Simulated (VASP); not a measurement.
# SrTiO3 (I4/mcm) in VASP: a series of runs

SrTiO3 is run at these levels: PBE; tasks: single point.

Everything below comes from runs of VASP 6.6.1. Logs are shortened: lines on timing, memory, paths and dates and some standing lists are left out, and cuts for length are marked.

### Step 1. The cell of the first run

It takes space group I4/mcm (No. 140, tetragonal). Conventional cell: a = 5.433 Å, b = 5.433 Å, c = 7.757 Å, α = 90.00°, β = 90.00°, γ = 90.00°. Sr (site symmetry -42m) has 12 O at 2.58 to 2.89 Å and 8 Ti at 3.34 Å within 3.4 Å. Ti (site symmetry 4/m) has 6 O at 1.93 to 1.94 Å within 2.6 Å. Within 2.6 Å of O (site symmetry 422) lie 2 Ti at 1.94 Å. O (site symmetry m2m) has 2 Ti at 1.93 Å and 2 Sr at 2.58 Å within 2.6 Å.

### Step 2. Single point, PBE (11.45 Å³/atom)

Contents of INCAR:

```
ALGO = Normal ; EDIFF = 1E-7
ENCUT = 520 ; GGA = PE
ISIF = 2 ; ISMEAR = 0
LASPH = T ; LCHARG = F
LREAL = F ; LWAVE = F
NBANDS = 51 ; NELM = 60
PREC = Accurate ; SIGMA = 0.02
```

Contents of KPOINTS:

```
k-points
0
Gamma
  8 8 8
```

Contents of POSCAR:

```
SrTiO3
1.0
   -2.7165850002      2.7165850002      3.8784857841
    2.7165850002     -2.7165850002      3.8784857841
    2.7165850002      2.7165850002     -3.8784857841
Sr Ti O
2 2 6
Direct
    0.7500000000      0.2500000000      0.5000000000
    0.2500000000      0.7500000000      0.5000000000
    0.0000000000      0.0000000000      0.0000000000
    0.5000000000      0.5000000000      0.0000000000
    0.2500000000      0.2500000000      0.0000000000
    0.7500000000      0.7500000000      0.0000000000
    0.7207675309      0.2207675309      0.9415350617
    0.2207675309      0.2792324691      0.5000000000
    0.2792324691      0.7792324691      0.0584649383
    0.7792324691      0.7207675309      0.5000000000
```

Potentials or basis: VASP PAW PBE potentials, release 64 (Sr_sv, Ti_sv, O).

Started as:

```sh
$ cat potpaw_PBE.64/Sr_sv/POTCAR potpaw_PBE.64/Ti_sv/POTCAR potpaw_PBE.64/O/POTCAR > POTCAR
$ mpirun -np 1 vasp_std > vasp.out
```

OUTCAR:

```text
EDIFF = 1E-7
   ENCUT = 520
   GGA = PE
   ISIF = 2
   ISMEAR = 0
   LASPH = T
   LREAL = F
   NELM = 60
   PREC = Accurate

 ion  position               nearest neighbor table
   1  0.750  0.250  0.500-   7 2.58   8 2.58  10 2.58   9 2.58   5 2.72   6 2.72   6 2.72   5 2.72
                             8 2.89  10 2.89   9 2.89   7 2.89   4 3.34   3 3.34   4 3.34   4 3.34
   2  0.250  0.750  0.500-   9 2.58   8 2.58  10 2.58   7 2.58   5 2.72   6 2.72   5 2.72   6 2.72
                            10 2.89   8 2.89   7 2.89   9 2.89   4 3.34   3 3.34   4 3.34   3 3.34
   3  0.000  0.000  0.000-   8 1.93  10 1.93   9 1.93   7 1.93   5 1.94   6 1.94   1 3.34   2 3.34
                             1 3.34   1 3.34   2 3.34   2 3.34   1 3.34   2 3.34
   4  0.500  0.500  0.000-  10 1.93   8 1.93   7 1.93   9 1.93   5 1.94   6 1.94   1 3.34   2 3.34
                             2 3.34   1 3.34   2 3.34   1 3.34   2 3.34   1 3.34
   5  0.250  0.250  0.000-   3 1.94   4 1.94   1 2.72   2 2.72   2 2.72   1 2.72
   6  0.750  0.750  0.000-   3 1.94   4 1.94   1 2.72   2 2.72   1 2.72   2 2.72
   7  0.721  0.221  0.942-   3 1.93   4 1.93   1 2.58   2 2.58   2 2.89   1 2.89
   8  0.221  0.279  0.500-   4 1.93   3 1.93   1 2.58   2 2.58   1 2.89   2 2.89
   9  0.279  0.779  0.058-   3 1.93   4 1.93   2 2.58   1 2.58   1 2.89   2 2.89
  10  0.779  0.721  0.500-   3 1.93   4 1.93   1 2.58   2 2.58   1 2.89   2 2.89

  LATTYP: Found a body centered tetragonal cell.
 ALAT       =     5.4331700004
 C/A-ratio  =     1.4277063975

  Lattice vectors:

 A1 = (  -2.7165850002,   2.7165850002,   3.8784857841)
 A2 = (   2.7165850002,  -2.7165850002,   3.8784857841)
 A3 = (   2.7165850002,   2.7165850002,  -3.8784857841)

Analysis of symmetry for initial positions (statically):
=====================================================================
 Subroutine PRICEL returns:
 Original cell was already a primitive cell.

 Routine SETGRP: Setting up the symmetry group for a
 body centered tetragonal supercell.

 Subroutine GETGRP returns: Found 16 space group operations
 (whereof  8 operations were pure point group operations)
 out of a pool of 16 trial point group operations.

The static configuration has the point symmetry C_4h.
 The point group associated with its full space group is D_4h.

Analysis of symmetry for dynamics (positions and initial velocities):
=====================================================================
 Subroutine PRICEL returns:
 Original cell was already a primitive cell.

 Routine SETGRP: Setting up the symmetry group for a
 body centered tetragonal supercell.

[... 132 lines left out ...]
   NELECT =      80.0000    total number of electrons
   NUPDOWN=      -1.0000    fix difference up-down
   EMIN   =  10.00;   EMAX   =-10.00  energy-range for DOS
   EFERMI =   0.00;   METHOD = LEGACY
   ISMEAR =     0;   SIGMA  =   0.02  broadening in eV -4-tet -1-fermi 0-gaus
   EFERMI_NEDOS =   21; number of points for ismear=-14 and -15
   IALGO  =     38    algorithm
   IMIX   =      4    mixing-type and parameters
     AMIX     =   0.40;   BMIX     =  1.00
     AMIX_MAG =   1.60;   BMIX_MAG =  1.00
  volume/ion in A,a.u.               =      11.45        77.26
  Fermi-wavevector in a.u.,A,eV,Ry     =   1.452720  2.745243 28.713670  2.110395
  Thomas-Fermi vector in A             =   2.570069
   LORBIT       =      0    0 simple, 1 ext, 2 COOP (PROOUT), +10 PAW based schemes
   GGA     = PE    functional components
   LHFCALC =     F    Hartree Fock is set to
   AEXX    =    0.0000 exact exchange contribution
   IVDW    =     0    specifies the selected vdW correction
   LEPSILON=     F    determine dielectric tensor
   LRPA    =     F    only Hartree local field effects (RPA)
 non-spin polarized calculation
 Gauss-broadening in eV      SIGMA  =   0.02
  energy-cutoff  :      520.00
  volume of cell :      114.49
 maximum number of plane-waves:      3119
 NGX is ok and might be reduce to    42
   NGX = 21   NGY = 21   NGZ = 21

 number of electron      79.9999995 magnetization

 Free energy of the ion-electron system (eV)
  ---------------------------------------------------
  ext. energy  EPLUGINS =         0.00000000
  ---------------------------------------------------
  free energy    TOTEN  =       -79.91692909 eV

  energy without entropy =      -79.91692909  energy(sigma->0) =      -79.91692909

 E-fermi :   4.6103     XC(G=0): -11.4817

 val. band max:        4.3282533761   @ k =  -0.1250   0.1250   0.0000
 cond. band min:       6.4080649337   @ k =   0.0000   0.0000   0.0000
 fundamental gap:      2.0798115576
 Fermi energy:         4.6102724158

 k-point     1 :       0.0000    0.0000    0.0000
  band No.  band energies     occupation
      1     -51.9066      2.00000
      2     -51.9009      2.00000
      3     -28.2471      2.00000
      4     -28.2471      2.00000
      5     -28.2466      2.00000
      6     -28.1742      2.00000
[... 1285 lines left out ...]
     50      11.7954      0.00000
     51      12.2609      0.00000

 [... further k-points ...]

------------------------ aborting loop because EDIFF is reached ----------------------------------------

  FORCE on cell =-STRESS in cart. coord.  units (eV):
  Direction    XX          YY          ZZ          XY          YZ          ZX
  --------------------------------------------------------------------------------------
  -------------------------------------------------------------------------------------
  Total        8.9524527      8.9524527      9.0136714      0.0000000      0.0000000      0.0000000
  in kB      125.2805998    125.2805998    126.1372951      0.0000000      0.0000000      0.0000000
  external PRESSURE =     125.5661649 kB  Pullay stress =       0.0000000 kB

 VOLUME and BASIS-vectors are now :
 -----------------------------------------------------------------------------
  energy-cutoff  :      520.00
  volume of cell :      114.49
      direct lattice vectors                 reciprocal lattice vectors
    -2.716585000  2.716585000  3.878485784     0.000000000  0.184054613  0.128916290
     2.716585000 -2.716585000  3.878485784     0.184054613  0.000000000  0.128916290
     2.716585000  2.716585000 -3.878485784     0.184054613  0.184054613  0.000000000

 POSITION                                       TOTAL-FORCE (eV/Angst)
 -----------------------------------------------------------------------------------
      0.00000      2.71659      1.93924         0.000000      0.000000     -0.000000
      2.71659      0.00000      1.93924         0.000000      0.000000     -0.000000
      0.00000      0.00000      0.00000         0.000000      0.000000     -0.000000
      0.00000      0.00000      3.87849         0.000000      0.000000     -0.000000
      0.00000      0.00000      1.93924         0.000000      0.000000     -0.000000
      0.00000      0.00000      5.81773         0.000000      0.000000     -0.000000
      1.19947      3.91605      0.00000         0.006478      0.006478     -0.000000
      1.51712      1.19947      0.00000        -0.006478      0.006478     -0.000000
      1.51712     -1.19947      3.87849        -0.006478     -0.006478      0.000000
      1.19947      1.51712      3.87849         0.006478     -0.006478      0.000000
 -----------------------------------------------------------------------------------
    total drift:                               -0.000000     -0.000000      0.000000

  FREE ENERGIE OF THE ION-ELECTRON SYSTEM (eV)
  ---------------------------------------------------
  free  energy   TOTEN  =       -79.9169290940 eV

  energy  without entropy=      -79.9169290940  energy(sigma->0) =      -79.91692909
```

It took 12 min on 1 thread of Oxide Virtual Turin-like, shared host; peak memory 0.41 GiB.

Results:

```
Free energy            : -79.9169 eV
Pressure               : 12.6 GPa
Largest force          : 0.009 eV/Å
Band gap on the k mesh : 2.08 eV (least direct gap 2.10 eV)
```

Forces on the atoms (eV/Å):
```
Sr   0.000  0.000  0.000
Sr   0.000  0.000  0.000
Ti   0.000  0.000  0.000
Ti   0.000  0.000  0.000
O    0.000  0.000  0.000
O    0.000  0.000  0.000
O    0.006  0.006  0.000
O   -0.006  0.006  0.000
O   -0.006 -0.006  0.000
O    0.006 -0.006  0.000
```

Stress tensor (GPa, compression positive):
```
12.53  0.00  0.00
 0.00 12.53  0.00
 0.00  0.00 12.61
```

Caveat: the cell stands under pressure. A k mesh can miss the band edges.

### Step 3. Single point, PBE (11.81 Å³/atom)

This run uses another cell than the first one, of 11.81 Å³/atom.

Contents of INCAR:

```
SYSTEM = SrTiO3
PREC = Accurate
ENCUT = 520
EDIFF = 1E-7
ISMEAR = 0
SIGMA = 0.02
LREAL = .False.
LASPH = .True.
NELM = 100
ALGO = Normal
ISIF = 2
LWAVE = .False.
LCHARG = .True.
GGA = PE
LELF = .True.
LVHAR = .True.
NBANDS = 51
```

Contents of KPOINTS:

```
regular mesh
0
Gamma
  8 8 8
  0 0 0
```

Contents of POSCAR:

```
SrTiO3
1.0
   -2.7476909450      2.7476909450      3.9121627747
    2.7476909450     -2.7476909450      3.9121627747
    2.7476909450      2.7476909450     -3.9121627747
Sr Ti O
2 2 6
Direct
    0.7500000000      0.2500000000      0.5000000000
    0.2500000000      0.7500000000      0.5000000000
    0.0000000000      0.0000000000      0.0000000000
    0.5000000000      0.5000000000      0.0000000000
    0.2500000000      0.2500000000      0.0000000000
    0.7500000000      0.7500000000      0.0000000000
    0.7244681400      0.2244681400      0.9489362800
    0.2244681400      0.2755318600      0.5000000000
    0.2755318600      0.7755318600      0.0510637200
    0.7755318600      0.7244681400      0.5000000000
```

Potentials or basis: VASP PAW PBE potentials, release 64 (Sr_sv, Ti_sv, O).

Started as:

```sh
$ cat potpaw_PBE.64/Sr_sv/POTCAR potpaw_PBE.64/Ti_sv/POTCAR potpaw_PBE.64/O/POTCAR > POTCAR
$ mpirun -np 1 vasp_std > vasp.out
```

Wall time 10 min (1 thread of Oxide Virtual Turin-like, shared host); peak memory 0.42 GiB.

The run converged. Its results:

```
Free energy            : -80.1335 eV
Pressure               : 6.1 GPa
Largest force          : 0.006 eV/Å
Band gap on the k mesh : 1.98 eV (least direct gap 1.99 eV)
```

Forces in eV/Å, atoms in the order of the input:
```
Sr   0.000  0.000  0.000
Sr   0.000  0.000  0.000
Ti   0.000  0.000  0.000
Ti   0.000  0.000  0.000
O    0.000  0.000  0.000
O    0.000  0.000  0.000
O    0.004  0.004  0.000
O   -0.004  0.004  0.000
O   -0.004 -0.004  0.000
O    0.004 -0.004  0.000
```

Levels at points of the mesh, in eV from the valence-band top:
```csv
k point,band 37,band 38,band 39,band 40,band 41,band 42,band 43,band 44
"(0.00, 0.00, 0.00)",-0.27,-0.16,-0.01,-0.01,1.98,1.98,2.00,4.13
"(0.50, 0.00, 0.00)",-0.73,-0.73,-0.57,-0.57,3.43,3.43,3.46,3.46
"(0.50, 0.50, 0.00)",-1.37,-0.66,-0.65,-0.04,2.11,3.77,3.80,3.82
"(0.50, 0.50, 0.50)",-1.44,-0.60,-0.60,-0.07,2.15,3.73,3.73,3.96
```

Caveat: the cell stands under pressure.

(Continued in part 2 of 2.)
